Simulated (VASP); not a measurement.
Write the native input for VASP 6.6.1 that does the following.

* Task: single point
* Functional: LDA
* Potentials or basis: VASP PAW LDA potentials, release 64 (W_sv)
* Cutoff: 520 eV
* k mesh: 22 × 22 × 22
* Occupations: gaussian, width 0.15 eV
* Spin: no spin polarisation
* Dipole correction: no
* Further INCAR settings: ALGO = Fast; EDIFF = 1e-06; NBANDS = 13

The structure of W lies in POSCAR:

```
W
1.0
    0.0000000000      2.2546491215      1.4186252272
    2.2546491215      0.0000000000      1.4186252272
    2.2546491215      2.2546491215      0.0000000000
W
1
Direct
    0.0000000000      0.0000000000      0.0000000000
```

These files were run (other wordings do the same):

INCAR

```
SYSTEM = W
PREC     = Accurate       ! precision mode
ENCUT    = 520            ! plane-wave cutoff, eV
EDIFF    = 1E-6           ! SCF threshold, eV
ISMEAR   = 0              ! smearing method
SIGMA    = 0.15           ! smearing width, eV
LREAL    = .False.        ! projectors in reciprocal space
LASPH    = .True.         ! aspherical terms in the spheres
NELM     = 100            ! most SCF steps
ALGO     = Fast           ! electronic algorithm
ISIF     = 2              ! what is computed and relaxed
LWAVE    = .False.        ! write WAVECAR
LCHARG   = .False.        ! write CHGCAR
NBANDS   = 13             ! bands
```

KPOINTS

```
regular mesh
0
Gamma
  22 22 22
  0 0 0
```

Potentials or basis: VASP PAW LDA potentials, release 64 (W_sv).

Launch:

```console
$ cat potpaw_LDA.64/W_sv/POTCAR > POTCAR
$ mpirun -np 1 vasp_std > vasp.out
```

Results of the run:

```json
{"Pressure": "30.7 GPa", "Band gap on the k mesh": "zero (bands 7 and 8 overlap by 7.29 eV)"}
```

Caveat: the stress differs along the axes, from 15 to 61 GPa; spin-orbit coupling is left out, which moves the levels of the heavy elements.

It took 3.4 min on 1 thread of Intel Xeon 8259CL, with other jobs on the host, peak memory 0.25 GiB.
